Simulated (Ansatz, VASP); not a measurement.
**One calculation of Ti, two programs**

```
Ti
1.0
    -1.43184   -2.48002    0.00000
     1.43184   -2.48002    0.00000
     0.00000    0.00000   13.60471
Ti
6
Direct
  0.66667 0.66667 0.08333
  0.66667 0.66667 0.41667
  0.66667 0.66667 0.75000
  0.33333 0.33333 0.25000
  0.33333 0.33333 0.58333
  0.33333 0.33333 0.91667
```

Alike in both runs: task single point; functional LDA; k mesh 17 × 17 × 4; occupations gaussian, width 0.15 eV; no spin polarisation.

```csv
,VASP,Ansatz
version,VASP 6.6.1,Ansatz 0.2.0
potentials or method,"VASP PAW LDA potentials, release 64 (Ti_sv), cutoff 520 eV","scalar-relativistic, plane waves, PAW"
valence electrons in the cell,72,72
```

|  | VASP | Ansatz | Ansatz less VASP |
| --- | --- | --- | --- |
| gap on the k mesh at the Fermi level (eV) | none | none | - |
| pressure (GPa) | -0.3 | 0.0 | +0.34 |

Ansatz warns that its potentials were made for another functional, while VASP's fit it. LDA's correlation is that of Perdew and Zunger in VASP and of Perdew and Wang (1992) in Ansatz. A gap of «none» marks a metal or a gap that the smearing closes.
